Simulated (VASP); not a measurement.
Input of a VASP 6.6.1 run:

The input INCAR:

```
SYSTEM = CaB2
PREC = Accurate
ENCUT = 600
EDIFF = 1E-6
ISMEAR = 0
SIGMA = 0.1
LREAL = .False.
LASPH = .True.
NELM = 60
ALGO = Normal
ISIF = 3
LWAVE = .False.
LCHARG = .False.
GGA = PE
IBRION = 2
NSW = 100
EDIFFG = -0.005
```

The input KPOINTS:

```
Automatic mesh
0
Gamma
  18 18 10
  0 0 0
```

Contents of POSCAR:

```
CaB2
1.0
    3.2264302843      0.0000000000      0.0000000000
   -1.6132151421      2.7941705897      0.0000000000
    0.0000000000      0.0000000000      4.0673920000
Ca B
1 2
Direct
    0.0000000000      0.0000000000      0.0000000000
    0.3333333300      0.6666666700      0.5000000000
    0.6666666700      0.3333333300      0.5000000000
```

Potentials or basis: VASP PAW PBE potentials, release 64 (Ca_sv, B).

Command:

```sh
$ cat potpaw_PBE.64/Ca_sv/POTCAR potpaw_PBE.64/B/POTCAR > POTCAR
$ mpirun -np 1 vasp_std > vasp.out
```

Q: What does it give for the band gap on the k mesh?

A: Zero (band 8 reaches 5.59 eV, above the bottom of band 9 at 3.96 eV).

Q: Estimate the space group after relaxing (to 0.05 Å).

A: P6/mmm (No. 191).

Final structure:
```
CELL_PARAMETERS angstrom
3.22078 0.00000 0.00000
-1.61039 2.78928 0.00000
0.00000 0.00000 4.07835
ATOMIC_POSITIONS crystal
Ca 0.00000 0.00000 0.00000
B 0.33333 0.66667 0.50000
B 0.66667 0.33333 0.50000
```
